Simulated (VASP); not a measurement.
Write the native input for VASP 6.6.1 that does the following.

* Task: single point
* Functional: r2SCAN
* Potentials or basis: VASP PAW PBE potentials, release 64 (Fe_sv)
* Cutoff: 660 eV
* k mesh: 8 × 8 × 8
* Occupations: gaussian, width 0.1 eV
* Spin: collinear spin, ferromagnetic start
* Starting moments: [4.0] μB
* Dipole correction: no
* Second run: valence_matched
* Further INCAR settings: ALGO = Normal; EDIFF = 1e-06; NBANDS = 18

The system is Fe.

```
CELL_PARAMETERS angstrom
-1.43152 1.43152 1.43152
1.43152 -1.43152 1.43152
1.43152 1.43152 -1.43152
ATOMIC_POSITIONS crystal
Fe 0.00000 0.00000 0.00000
```

One way to write it, as run:

POSCAR

```
Fe
1.0
   -1.4315177500      1.4315177500      1.4315177500
    1.4315177500     -1.4315177500      1.4315177500
    1.4315177500      1.4315177500     -1.4315177500
Fe
1
Direct
    0.0000000000      0.0000000000      0.0000000000
```

INCAR.step1

```
ALGO = Normal ; EDIFF = 1E-5
ENCUT = 660 ; GGA = PE
GGA_COMPAT = F ; ISMEAR = 0
ISPIN = 2 ; LASPH = T
LCHARG = F ; LMAXMIX = 4
LREAL = F ; LWAVE = T
MAGMOM = 4 ; NBANDS = 18
NELM = 200 ; PREC = Accurate
SIGMA = 0.1
```

INCAR.step2

```
ALGO = Normal ; EDIFF = 1E-6
ENCUT = 660 ; GGA_COMPAT = F
ISIF = 2 ; ISMEAR = 0
ISPIN = 2 ; ISTART = 1
LASPH = T ; LCHARG = T
LELF = T ; LMAXMIX = 4
LMIXTAU = T ; LORBIT = 11
LREAL = F ; LVHAR = T
LWAVE = F ; MAGMOM = 4
METAGGA = R2SCAN ; NBANDS = 18
NELM = 200 ; PREC = Accurate
SIGMA = 0.1
```

KPOINTS

```
k-points
0
Gamma
  8 8 8
```

Potentials or basis: VASP PAW PBE potentials, release 64 (Fe_sv).

The run is started by

```sh
$ cat potpaw_PBE.64/Fe_sv/POTCAR > POTCAR
$ cp INCAR.step1 INCAR
$ mpirun -np 1 vasp_std > vasp.out
$ cp INCAR.step2 INCAR
$ mpirun -np 1 vasp_std > vasp.out
```

It gave:

| Item | Value |
| --- | --- |
| Pressure | -1.9 GPa |
| Net moment | 2.64 μB per cell |
| Site moments | Fe +2.77 μB |
| Valence electrons inside the program's atomic spheres | Fe 13.73 |

Caveat: the k points lie up to 0.39 Å⁻¹ apart; the PAW data sets were made with another functional, which shifts forces and pressure a little.

It took 27 s on 1 thread of Intel(R) Xeon(R) 6975P-C (Granite Rapids), with other jobs on the host, peak memory 0.16 GiB.
